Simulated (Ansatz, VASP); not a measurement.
Two plane-wave programs on Si4F

INCAR

```
PREC = Accurate
ENCUT = 520
EDIFF = 1E-6
ISMEAR = 0
SIGMA = 0.05
LREAL = False
LASPH = True
NELM = 150
ALGO = Normal
ISIF = 2
LWAVE = False
LCHARG = True
ISPIN = 2
MAGMOM = 0 0 0 0 1
LORBIT = 11
LDIPOL = True
IDIPOL = 3
DIPOL = 0.5 0.5 0.326
GGA = PE
IVDW = 12
LELF = True
LVHAR = True
LVACPOTAV = True
NBANDS = 24
```

File KPOINTS:

```
Automatic mesh
0
Gamma
  9 9 1
```

The input POSCAR:

```
Si4F
1.0
    3.8333442603      0.0000000000      0.0000000000
   -1.9166721302      3.3197735109      0.0000000000
    0.0000000000      0.0000000000     20.9083834853
Si F
4 1
Direct
    0.3333333333      0.6666666667      0.1913108205
    0.0000000000      0.0000000000      0.2287349533
    0.0000000000      0.0000000000      0.3468742271
    0.6666666667      0.3333333333      0.3782398334
    1.3333333333      0.6666666667      0.4834607846
```

Input for Ansatz:

```yaml
crystal:
  lattice:
    - [3.8333442603, 0.0, 0.0]
    - [-1.9166721302, 3.3197735109, 0.0]
    - [0.0, 0.0, 20.9083834853]
  atoms:
    - { symbol: Si, position: [0.3333333333, 0.6666666667, 0.1913108205] }
    - { symbol: Si, position: [0.0, 0.0, 0.2287349533] }
    - { symbol: Si, position: [0.0, 0.0, 0.3468742271] }
    - { symbol: Si, position: [0.6666666667, 0.3333333333, 0.3782398334] }
    - { symbol: F, position: [1.3333333333, 0.6666666667, 0.4834607846], spin: 1.0 }
basis:
  ecutwfc: 420
kpoints:
  mp_grid: { grid: [9, 9, 1] }
hamiltonian:
  xc: pbe
  pseudopotentials: { kind: paw, azcp: { folder: soft_1 } }
  dispersion: d3bj
scf:
  occupations: { method: gaussian, width: 0.05 }
output:
  forces: true
  eigenvalues: true
  populations: true
magnetization:
  spin_polarized: true
efield:
  axis: 3
  dipole_correction: true
  ramp_width: 0.04
```

Alike in both runs: task single point; functional PBE; dispersion D3(BJ); k mesh 9 × 9 × 1; occupations gaussian, width 0.05 eV; collinear spin.

```csv
,VASP,Ansatz
version,VASP 6.6.1,Ansatz 0.2.0
potentials or method,"VASP PAW PBE potentials, release 64 (Si, F), cutoff 520 eV","scalar-relativistic, plane waves, PAW"
valence electrons in the cell,23,23
```

```csv
,VASP,Ansatz,Ansatz less VASP
gap on the k mesh at the Fermi level (eV),0.04,0.04,0.000
least direct gap on the mesh (eV),0.13,0.13,-0.001
rms of the force components (eV/Å),0.619,0.621,+0.0018
net moment per atom (μB),0.20,0.20,0.000
size of the moment on the site where the two differ most (μB),0.29,0.33,+0.037
```

Site moments also hang on the region over which each program counts them. Atom by atom the forces differ by 0.003 eV/Å (rms over components).
